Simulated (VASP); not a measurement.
Here is a VASP 6.6.1 calculation.

File INCAR:

```
SYSTEM = ZnS
PREC = Accurate
ENCUT = 600
EDIFF = 1E-6
ISMEAR = -1
SIGMA = 0.05
LREAL = .FALSE.
LASPH = .TRUE.
NELM = 60
ALGO = Normal
ISIF = 3
LWAVE = .FALSE.
LCHARG = .FALSE.
GGA = PE
IBRION = 2
NSW = 60
EDIFFG = -0.005
```

The input KPOINTS:

```
Automatic mesh
0
G
  10 10 6
  0 0 0
```

The input POSCAR:

```
ZnS
1.0
    3.8020776069      0.0000000000      0.0000000000
   -1.9010388034      3.2926957947      0.0000000000
    0.0000000000      0.0000000000      6.1973864992
Zn S
2 2
Direct
    0.3333333333      0.6666666667      0.0000000000
    0.6666666667      0.3333333333      0.5000000000
    0.3333333333      0.6666666667      0.3760000000
    0.6666666667      0.3333333333      0.8760000000
```

Potentials or basis: VASP PAW PBE potentials, release 64 (Zn, S).

Run with:

```bash
$ cat potpaw_PBE.64/Zn/POTCAR potpaw_PBE.64/S/POTCAR > POTCAR
$ mpirun -np 1 vasp_std > vasp.out
```

**Question.** Predict the space group after relaxing (to 0.1 Å).

**Answer.** P6_3mc (No. 186).

**Question.** Predict the relaxed volume.

**Answer.** 20.23 Å³/atom.

**Question.** What does it give for the band gap on the k mesh?

**Answer.** 2.07 eV.

**Question.** Predict the relaxed cell.

**Answer.** a = 3.848 Å, b = 3.848 Å, c = 6.309 Å, α = 90.00°, β = 90.00°, γ = 120.00°.

Final structure:
```
CELL_PARAMETERS angstrom
3.84841 0.00000 0.00000
-1.92421 3.33282 0.00000
0.00000 0.00000 6.30946
ATOMIC_POSITIONS crystal
Zn 0.33333 0.66667 0.00074
Zn 0.66667 0.33333 0.50074
S 0.33333 0.66667 0.37526
S 0.66667 0.33333 0.87526
```
